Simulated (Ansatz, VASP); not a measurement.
## One calculation of TaN, two programs

```
Ta N
1.0
     0.00000    2.15503    2.22066
     2.15503    0.00000    2.22066
     2.15503    2.15503    0.00000
Ta N
1 1
Cartesian
  2.1550 2.1550 2.2207
  0.0000 0.0000 0.0000
```

Change from the starting cell: strain -0.015 along x and y, +0.015 along z, atoms carried along.

Alike in both runs: task single point; functional PBEsol; k mesh 24 × 24 × 24; occupations gaussian, width 0.15 eV; no spin polarisation.

|  | VASP | Ansatz |
| --- | --- | --- |
| version | VASP 6.6.1 | Ansatz 0.2.0 |
| potentials or method | VASP PAW PBE potentials, release 64 (Ta_pv, N), cutoff 520 eV | scalar-relativistic, plane waves, PAW |
| valence electrons in the cell | 16 | 18 |

|  | VASP | Ansatz | Ansatz less VASP |
| --- | --- | --- | --- |
| gap on the k mesh at the Fermi level (eV) | none | none | - |
| pressure (GPa) | 7.6 | 6.5 | -1.08 |
| traceless stress, the component that is largest in VASP (GPa) | -12.66 | -12.58 | +0.082 |

VASP's potentials were made for PBE, not for PBEsol. A gap of «none» marks a metal or a gap that the smearing closes. VASP's potentials hold 16 valence electrons a cell and Ansatz's 18, so a difference there can come from the potentials and not from the codes.

Neither program's run includes spin-orbit coupling.
